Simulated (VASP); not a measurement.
Crystal: Al2Cu.

```
Al Cu
1.0
     4.10518    0.00000    0.00000
     0.00000    4.10518    0.00000
     0.00000    0.00000    2.89131
Al Cu
2 1
Direct
  0.50000 0.00000 0.50000
  0.00000 0.50000 0.50000
  0.00000 0.00000 0.00000
```

Base run:

| Property | Result |
| --- | --- |
| Program | VASP 6.6.1 |
| Functional | r2SCAN |
| Potentials or basis | VASP PAW PBE potentials, release 64 (Al, Cu) |
| Cutoff | 520 eV |
| k mesh | 10 × 10 × 14 |
| Occupations | gaussian, width 0.1 eV |
| Spin | no spin polarisation |

Its results: pressure -2.2 GPa.

**Question.** After a change of settings the same cell gave: pressure -1.5 GPa. Which change was it?
A. k mesh from 10 × 10 × 14 to 8 × 8 × 12, shifted; further incar settings from ALGO = Normal; EDIFF = 1e-07; NBANDS = 16 to ALGO = Normal; EDIFF = 1e-06; NBANDS = 16
B. k mesh from 10 × 10 × 14 to 6 × 6 × 10, shifted; further incar settings from ALGO = Normal; EDIFF = 1e-07; NBANDS = 16 to ALGO = Normal; EDIFF = 1e-06; NBANDS = 16
C. k mesh from 10 × 10 × 14 to 4 × 4 × 4

**Answer.** C.

Caveats: some runs use coarse meshes; the PAW data sets were made with another functional, which shifts forces and pressure a little.
